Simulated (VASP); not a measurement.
# W16S in VASP: a series of runs

W16S is run at these levels: PBE; tasks: single point.

Program: VASP 6.6.1. These are calculated values, not measurements. Logs are shortened: lines on timing, memory, paths and dates and some standing lists are left out, and cuts for length are marked.

### 1 The cell of the first run

The cell holds a slab with vacuum, 17 atoms: a = 6.367 Å, b = 6.367 Å, c = 20.142 Å, α = 90.00°, β = 90.00°, γ = 90.00°.

### 2 Single point, PBE

Input file INCAR:

```
PREC = Accurate
ENCUT = 520
EDIFF = 1E-6
ISMEAR = 0
SIGMA = 0.1
LREAL = Auto
LASPH = True
NELM = 100
ALGO = Fast
ISIF = 2
LWAVE = False
LCHARG = False
LDIPOL = True
IDIPOL = 3
DIPOL = 0.5 0.5 0.328
GGA = PE
NBANDS = 129
```

Input file KPOINTS:

```
Automatic mesh
0
Gamma
  4 4 1
```

Input file POSCAR:

```
W16S
1.0
    6.3671172886      0.0000000000      0.0000000000
    0.0000000000      6.3671172886      0.0000000000
    0.0000000000      0.0000000000     20.1423120279
W S
16 1
Direct
    0.2500000000      0.2500000000      0.1985869345
    0.2500000000      0.7500000000      0.1985869345
    0.7500000000      0.2500000000      0.1985869345
    0.7500000000      0.7500000000      0.1985869345
    0.0000000000      0.0000000000      0.2776135786
    0.0000000000      0.5000000000      0.2776135786
    0.5000000000      0.0000000000      0.2776135786
    0.5000000000      0.5000000000      0.2776135786
    0.2500000000      0.2500000000      0.3599329425
    0.2500000000      0.7500000000      0.3599329425
    0.7500000000      0.2500000000      0.3599329425
    0.7500000000      0.7500000000      0.3599329425
    0.0000000000      0.0000000000      0.4290625632
    0.0000000000      0.5000000000      0.4290625632
    0.5000000000      0.0000000000      0.4290625632
    0.5000000000      0.5000000000      0.4290625632
    0.0000000000      0.1875000000      0.5229731242
```

Potentials or basis: VASP PAW PBE potentials, release 64 (W_sv, S).

Command:

```console
> cat potpaw_PBE.64/W_sv/POTCAR potpaw_PBE.64/S/POTCAR > POTCAR
> mpirun -np 1 vasp_std > vasp.out
```

OUTCAR:

```text
PREC = Accurate
   ENCUT = 520
   EDIFF = 1E-6
   ISMEAR = 0
   LREAL = Auto
   LASPH = True
   NELM = 100
   ISIF = 2
   GGA = PE

 ion  position               nearest neighbor table
   1  0.250  0.250  0.199-   5 2.76   6 2.76   7 2.76   8 2.76   2 3.18   3 3.18   2 3.18   3 3.18
                             9 3.25
   2  0.250  0.750  0.199-   5 2.76   6 2.76   7 2.76   8 2.76   1 3.18   4 3.18   1 3.18   4 3.18
                            10 3.25
   3  0.750  0.250  0.199-   5 2.76   6 2.76   7 2.76   8 2.76   1 3.18   4 3.18   4 3.18   1 3.18
                            11 3.25
   4  0.750  0.750  0.199-   5 2.76   6 2.76   7 2.76   8 2.76   2 3.18   3 3.18   3 3.18   2 3.18
                            12 3.25
   5  0.000  0.000  0.278-   1 2.76   2 2.76   3 2.76   4 2.76   9 2.80  10 2.80  11 2.80  12 2.80
                            13 3.05   7 3.18   6 3.18   6 3.18   7 3.18
   6  0.000  0.500  0.278-   1 2.76   2 2.76   3 2.76   4 2.76   9 2.80  10 2.80  11 2.80  12 2.80
                            14 3.05   8 3.18   5 3.18   5 3.18   8 3.18
   7  0.500  0.000  0.278-   1 2.76   2 2.76   3 2.76   4 2.76   9 2.80  10 2.80  11 2.80  12 2.80
                            15 3.05   8 3.18   5 3.18   8 3.18   5 3.18
   8  0.500  0.500  0.278-   1 2.76   2 2.76   3 2.76   4 2.76   9 2.80  10 2.80  11 2.80  12 2.80
                            16 3.05   7 3.18   6 3.18   7 3.18   6 3.18
   9  0.250  0.250  0.360-  13 2.65  14 2.65  15 2.65  16 2.65   5 2.80   6 2.80   7 2.80   8 2.80
                            10 3.18  11 3.18  10 3.18  11 3.18   1 3.25
  10  0.250  0.750  0.360-  13 2.65  14 2.65  15 2.65  16 2.65   5 2.80   6 2.80   7 2.80   8 2.80
                             9 3.18  12 3.18   9 3.18  12 3.18   2 3.25
  11  0.750  0.250  0.360-  13 2.65  14 2.65  15 2.65  16 2.65   5 2.80   6 2.80   7 2.80   8 2.80
                             9 3.18  12 3.18  12 3.18   9 3.18   3 3.25
  12  0.750  0.750  0.360-  13 2.65  14 2.65  15 2.65  16 2.65   5 2.80   6 2.80   7 2.80   8 2.80
                            10 3.18  11 3.18  11 3.18  10 3.18   4 3.25
  13  0.000  0.000  0.429-  17 2.24  10 2.65  11 2.65  12 2.65   9 2.65   5 3.05  15 3.18  14 3.18
                            14 3.18  15 3.18
  14  0.000  0.500  0.429-   9 2.65  10 2.65  11 2.65  12 2.65  17 2.75   6 3.05  16 3.18  13 3.18
                            13 3.18  16 3.18
  15  0.500  0.000  0.429-   9 2.65  10 2.65  11 2.65  12 2.65   7 3.05  13 3.18  16 3.18  16 3.18
                            13 3.18
  16  0.500  0.500  0.429-   9 2.65  10 2.65  11 2.65  12 2.65   8 3.05  14 3.18  15 3.18  15 3.18
                            14 3.18
  17  0.000  0.188  0.523-  13 2.24  14 2.75

  LATTYP: Found a simple tetragonal cell.
 ALAT       =     6.3671172886
 C/A-ratio  =     3.1634900246

  Lattice vectors:

 A1 = (   6.3671172886,   0.0000000000,   0.0000000000)
 A2 = (   0.0000000000,   6.3671172886,   0.0000000000)
 A3 = (   0.0000000000,   0.0000000000,  20.1423120279)

Analysis of symmetry for initial positions (statically):
=====================================================================
 Subroutine PRICEL returns:
 Original cell was already a primitive cell.

 Routine SETGRP: Setting up the symmetry group for a
 simple tetragonal supercell.

 Subroutine GETGRP returns: Found  2 space group operations
 (whereof  2 operations were pure point group operations)
 out of a pool of 16 trial point group operations.

The static configuration has the point symmetry C_1h.

Analysis of symmetry for dynamics (positions and initial velocities):
=====================================================================
 Subroutine PRICEL returns:
 Original cell was already a primitive cell.

 Routine SETGRP: Setting up the symmetry group for a
 simple tetragonal supercell.

 Subroutine GETGRP returns: Found  2 space group operations
 (whereof  2 operations were pure point group operations)
 out of a pool of 16 trial point group operations.

The dynamic configuration has the point symmetry C_1h.

 Subroutine INISYM returns: Found  2 space group operations
 (whereof  2 operations are pure point group operations),
 and found     1 'primitive' translations

----------------------------------------------------------------------------------------

                                     Primitive cell

  volume of cell :     816.5730

  direct lattice vectors                    reciprocal lattice vectors
     6.367117289  0.000000000  0.000000000     0.157056947  0.000000000  0.000000000
     0.000000000  6.367117289  0.000000000     0.000000000  0.157056947  0.000000000
     0.000000000  0.000000000 20.142312028     0.000000000  0.000000000  0.049646734

  length of vectors
     6.367117289  6.367117289 20.142312028     0.157056947  0.157056947  0.049646734

[... 62 lines left out ...]

 Found      9 irreducible k-points:

 Following reciprocal coordinates:
            Coordinates               Weight
  0.000000  0.000000  0.000000      1.000000
  0.250000  0.000000  0.000000      2.000000
  0.000000  0.250000  0.000000      2.000000
  0.500000  0.000000  0.000000      1.000000
  0.000000  0.500000  0.000000      1.000000
  0.250000  0.250000  0.000000      4.000000
  0.500000  0.250000  0.000000      2.000000
 -0.250000  0.500000  0.000000      2.000000
  0.500000  0.500000  0.000000      1.000000
   k-points           NKPTS =      9   k-points in BZ     NKDIM =      9   number of bands    NBANDS=    129
   number of dos      NEDOS =    301   number of ions     NIONS =     17
   total plane-waves  NPLWV = 345600
   dimension x,y,z NGX =    48 NGY =   48 NGZ =  150
   dimension x,y,z NGXF=    96 NGYF=   96 NGZF=  300
   ions per type =              16   1
   NGX,Y,Z   is equivalent  to a cutoff of  12.53, 12.53, 12.38 a.u.
   NGXF,Y,Z  is equivalent  to a cutoff of  25.07, 25.07, 24.76 a.u.
 SYSTEM =  unknown system
   PREC   = accura    normal or accurate (medium, high low for compatibility)
   ISTART =      0    job   : 0-new  1-cont  2-samecut
   ICHARG =      2    charge: 1-file 2-atom 10-const
   ISPIN  =      1    spin polarized calculation?
   LNONCOLLINEAR =      F non collinear calculations
   LSORBIT =      F    spin-orbit coupling
   LASPH  =      T    aspherical Exc in radial PAW
   ENCUT  =  520.0 eV  38.22 Ry    6.18 a.u.  11.84 11.84 37.45*2*pi/ulx,y,z
   NELM   =    100;   NELMIN=  2; NELMDL= -5     # of ELM steps
   EDIFF  = 0.1E-05   stopping-criterion for ELM
   LREAL  =      T    real-space projection
   EDIFFG = 0.1E-04   stopping-criterion for IOM
   NSW    =      0    number of steps for IOM
   IBRION =     -1    ionic relax: 0-MD 1-quasi-New 2-CG
   NFREE  =      0    steps in history (QN), initial steepest desc. (CG)
   ISIF   =      2    stress and relaxation
   ISYM   =      2    0-nonsym 1-usesym 2-fastsym
   POTIM  = 0.5000    time-step for ionic-motion
   TEBEG  =    0.0;   TEEND  =   0.0 temperature during run
   PSTRESS=    0.0 pullay stress
   NELECT =     230.0000    total number of electrons
   NUPDOWN=      -1.0000    fix difference up-down
   EMIN   =  10.00;   EMAX   =-10.00  energy-range for DOS
   EFERMI =   0.00;   METHOD = LEGACY
   ISMEAR =     0;   SIGMA  =   0.10  broadening in eV -4-tet -1-fermi 0-gaus
   EFERMI_NEDOS =   21; number of points for ismear=-14 and -15
   IALGO  =     68    algorithm
   IMIX   =      4    mixing-type and parameters
     AMIX     =   0.40;   BMIX     =  1.00
     AMIX_MAG =   1.60;   BMIX_MAG =  1.00
  volume/ion in A,a.u.               =      48.03       324.15
  Fermi-wavevector in a.u.,A,eV,Ry     =   1.073130  2.027922 15.668585  1.151609
  Thomas-Fermi vector in A             =   2.208921
   LORBIT       =      0    0 simple, 1 ext, 2 COOP (PROOUT), +10 PAW based schemes
   GGA     = PE    functional components
   LHFCALC =     F    Hartree Fock is set to
   AEXX    =    0.0000 exact exchange contribution
   IVDW    =     0    specifies the selected vdW correction
   LEPSILON=     F    determine dielectric tensor
   LRPA    =     F    only Hartree local field effects (RPA)
 non-spin polarized calculation
 RMM-DIIS sequential band-by-band and
 Gauss-broadening in eV      SIGMA  =   0.10
  energy-cutoff  :      520.00
  volume of cell :      816.57
 maximum number of plane-waves:     22040
   NGX = 23   NGY = 23   NGZ = 75

 dipolmoment           0.000000      0.000000     -0.079170 electrons x Angstroem

 number of electron     229.9999967 magnetization

 dipolmoment           0.000000      0.000000      0.118615 electrons x Angstroem

 Free energy of the ion-electron system (eV)
  ---------------------------------------------------
  ext. energy  EPLUGINS =         0.00000000
  ---------------------------------------------------
  free energy    TOTEN  =      -192.56804799 eV

  energy without entropy =     -192.43969317  energy(sigma->0) =     -192.50387058

 E-fermi :   0.7850     XC(G=0):  -5.6456

 val. band max:        0.7838884751   @ k =   0.5000   0.5000   0.0000
 cond. band min:       0.7861855582   @ k =   0.2500   0.0000   0.0000
 fundamental gap:      0.0022970831
 Fermi energy:         0.7850452093

 k-point     1 :       0.0000    0.0000    0.0000
  band No.  band energies     occupation
      1     -73.1053      2.00000
      2     -73.0458      2.00000
      3     -73.0386      2.00000
      4     -73.0328      2.00000
      5     -73.0313      2.00000
      6     -73.0279      2.00000
[... 1159 lines left out ...]
    126       2.1660      0.00000
    127       2.2237      0.00000
 [bands above 127 left out]

------------------------ aborting loop because EDIFF is reached ----------------------------------------

 vacuum level on the upper side and lower side of the slab       (xc-potential included)         0.122        -0.389

  FORCE on cell =-STRESS in cart. coord.  units (eV):
  Direction    XX          YY          ZZ          XY          YZ          ZX
  --------------------------------------------------------------------------------------
  -------------------------------------------------------------------------------------
  Total      -21.0849293    -23.3966399     -9.4896721      0.0000000      2.2469789      0.0000000
  in kB      -41.3702087    -45.9059578    -18.6194466      0.0000000      4.4087407      0.0000000
  external PRESSURE =     -35.2985377 kB  Pullay stress =       0.0000000 kB

 VOLUME and BASIS-vectors are now :
 -----------------------------------------------------------------------------
  energy-cutoff  :      520.00
  volume of cell :      816.57
      direct lattice vectors                 reciprocal lattice vectors
     6.367117289  0.000000000  0.000000000     0.157056947  0.000000000  0.000000000
     0.000000000  6.367117289  0.000000000     0.000000000  0.157056947  0.000000000
     0.000000000  0.000000000 20.142312028     0.000000000  0.000000000  0.049646734

 POSITION                                       TOTAL-FORCE (eV/Angst)
 -----------------------------------------------------------------------------------
      1.59178      1.59178      4.00000         0.014627      0.004811      2.105180
      1.59178      4.77534      4.00000         0.063216     -0.024760      2.078726
      4.77534      1.59178      4.00000        -0.014627      0.004811      2.105180
      4.77534      4.77534      4.00000        -0.063216     -0.024760      2.078726
      0.00000      0.00000      5.59178         0.000000     -0.019982     -2.183063
      0.00000      3.18356      5.59178         0.000000      0.016775     -2.058232
[... 9 lines left out ...]
      3.18356      3.18356      8.64231         0.000000     -0.066144     -0.187392
      0.00000      1.19383     10.53389         0.000000      0.962529      0.032189
 -----------------------------------------------------------------------------------
    total drift:                                0.000000      0.000036      0.013133

  FREE ENERGIE OF THE ION-ELECTRON SYSTEM (eV)
  ---------------------------------------------------
  free  energy   TOTEN  =      -192.5680479895 eV

  energy  without entropy=     -192.4396931674  energy(sigma->0) =     -192.50387058

 vacuum level on the upper side and lower side of the slab         5.367         4.827
```

Run time: 56 min. Hardware: 1 thread of Oxide Virtual Turin-like, shared host; peak memory 1 GiB.

Results:

```yaml
Free_energy: -192.5680 eV
Largest_force: 2.369 eV/Å
Band_gap_on_the_k_mesh: zero (bands 115 and 116 overlap by 0.30 eV)
```

Forces on the atoms (eV/Å):
```
W    0.015  0.005  2.105
W    0.063 -0.025  2.079
W   -0.015  0.005  2.105
W   -0.063 -0.025  2.079
W    0.000 -0.020 -2.183
W    0.000  0.017 -2.058
W    0.000 -0.020 -2.118
W    0.000  0.059 -2.368
W    0.532  0.253 -0.710
W    0.806 -0.380 -0.330
W   -0.532  0.253 -0.710
W   -0.806 -0.380 -0.330
W    0.000  0.047  1.426
W    0.000 -0.626  1.383
W    0.000 -0.061 -0.215
W    0.000 -0.066 -0.187
S    0.000  0.963  0.032
```

Caveat: spin-orbit coupling is left out, which moves the levels of the heavy elements.

### 3 Single point, PBE

Input file INCAR:

```
PREC = Accurate
ENCUT = 520
EDIFF = 1E-7
ISMEAR = 0
SIGMA = 0.1
LREAL = Auto
LASPH = True
NELM = 100
ALGO = Fast
ISIF = 2
LWAVE = False
LCHARG = True
LDIPOL = True
IDIPOL = 3
DIPOL = 0.5 0.5 0.327
GGA = PE
LELF = True
LVHAR = True
LVACPOTAV = True
NBANDS = 129
```

KPOINTS is that of step 2.

POSCAR, as its differences from that of step 2:

```diff
@@ -24,2 +24,2 @@
     0.5000000000      0.5000000000      0.4290625632
-    0.0000000000      0.1875000000      0.5229731242
+    0.1875000000      0.2500000000      0.4925160873
```

Potentials or basis: VASP PAW PBE potentials, release 64 (W_sv, S).

Command:

```console
> cat potpaw_PBE.64/W_sv/POTCAR potpaw_PBE.64/S/POTCAR > POTCAR
> mpirun -np 1 vasp_std > vasp.out
```

Run time: 85 min. Hardware: 1 thread of Oxide Virtual Turin-like, shared host; peak memory 1 GiB.

It converged, with:

```
Free energy            : -193.6433 eV
Largest force          : 2.228 eV/Å
Band gap on the k mesh : zero (bands 115 and 116 overlap by 0.39 eV)
```

Forces in eV/Å, atoms in the order of the input:
```
W    0.081  0.000  2.227
W    0.050  0.000  2.076
W   -0.003  0.000  2.100
W   -0.026  0.000  2.014
W   -0.086 -0.064 -2.012
W   -0.086  0.064 -2.012
W    0.085 -0.127 -2.153
W    0.085  0.127 -2.153
W    0.302  0.000 -0.562
W    0.138  0.000 -0.251
W   -0.391  0.000 -0.350
W   -0.654  0.000 -0.883
W   -0.594 -0.613  0.454
W   -0.594  0.613  0.454
W   -0.145  0.213  0.507
W   -0.145 -0.213  0.507
S    1.982  0.000  0.037
```

Levels at points of the mesh, in eV from the Fermi level:
```tsv
k point	band 112	band 113	band 114	band 115	band 116	band 117	band 118	band 119
(0.00, 0.00, 0.00)	-0.26	-0.17	-0.17	0.29	0.38	0.40	0.73	0.79
(0.50, 0.00, 0.00)	-0.23	-0.14	-0.13	-0.13	-0.05	0.24	0.26	0.75
(0.00, 0.50, 0.00)	-0.24	-0.14	-0.13	-0.08	-0.07	0.07	0.52	0.71
(0.50, 0.50, 0.00)	-0.48	-0.15	-0.05	-0.05	-0.03	-0.01	0.12	0.13
```

Caveat: spin-orbit coupling is left out, which moves the levels of the heavy elements.

### 4 Single point, PBE

Input file INCAR:

```
  PREC = Accurate
  ENCUT = 520
  EDIFF = 1E-6
  ISMEAR = 0
  SIGMA = 0.1
  LREAL = Auto
  LASPH = True
  NELM = 80
  ALGO = Fast
  ISIF = 2
  LWAVE = False
  LCHARG = False
  LDIPOL = True
  IDIPOL = 3
  DIPOL = 0.5 0.5 0.329
  GGA = PE
  NBANDS = 129
```

KPOINTS is that of step 3.

POSCAR, as its differences from that of step 3:

```diff
@@ -24,2 +24,2 @@
     0.5000000000      0.5000000000      0.4290625632
-    0.1875000000      0.2500000000      0.4925160873
+    0.0000000000      0.1250000000      0.5313843585
```

Command:

```console
> cat potpaw_PBE.64/W_sv/POTCAR potpaw_PBE.64/S/POTCAR > POTCAR
> mpirun -np 1 vasp_std > vasp.out
```

Wall time 54 min (1 thread of Oxide Virtual Turin-like, shared host); peak memory 0.99 GiB.

Results (log left out):

| Property | Result |
| --- | --- |
| Free energy | -192.2489 eV |
| Largest force | 2.450 eV/Å |
| Band gap on the k mesh | zero (bands 115 and 116 overlap by 0.30 eV) |

Forces in eV/Å, atoms in the order of the input:
```
W    0.026  0.016  2.100
W    0.043 -0.029  2.077
W   -0.026  0.016  2.100
W   -0.043 -0.029  2.077
W    0.000  0.001 -2.267
W    0.000  0.027 -2.020
W    0.000 -0.008 -2.077
W    0.000  0.051 -2.450
W    0.437  0.368 -0.607
W    0.723 -0.522 -0.322
W   -0.437  0.368 -0.607
W   -0.723 -0.522 -0.322
W    0.000 -0.068  1.932
W    0.000 -0.158  0.727
W    0.000 -0.047 -0.173
W    0.000 -0.063 -0.178
S    0.000  0.600  0.009
```

Levels at points of the mesh, in eV from the Fermi level:
```tsv
k point	band 112	band 113	band 114	band 115	band 116	band 117	band 118	band 119	band 120	band 121
(0.00, 0.00, 0.00)	-0.20	-0.15	0.03	0.25	0.27	0.39	0.72	0.84	0.98	0.99
(0.50, 0.00, 0.00)	-0.20	-0.18	-0.13	-0.12	-0.03	-0.01	0.28	0.70	0.79	0.80
(0.00, 0.50, 0.00)	-0.18	-0.18	-0.13	-0.12	-0.03	-0.02	0.57	0.68	0.79	0.80
(0.50, 0.50, 0.00)	-0.67	-0.13	-0.13	-0.05	-0.04	-0.01	-0.01	0.09	0.19	0.45
```

Caveat: spin-orbit coupling is left out, which moves the levels of the heavy elements.

### 5 The runs side by side

```tsv
cell	gap on the mesh (eV)	largest force (eV/Å)
as given, atomic positions A	none	2.37
as given, atomic positions B	none	2.23
as given, atomic positions C	none	2.45
```

Alike in all rows: task single point; level PBE; potentials or basis VASP PAW PBE potentials, release 64 (W_sv, S); no spin polarisation; k mesh 4 × 4 × 1; cutoff (eV) 520; smearing gaussian 0.1 eV.

Caveats: spin-orbit coupling is left out, which moves the levels of the heavy elements.

Total energies depend on the potentials used, so only differences within one code and one set of settings carry meaning.

The gap in the log of VASP goes by the Fermi energy; the results here count the filled bands.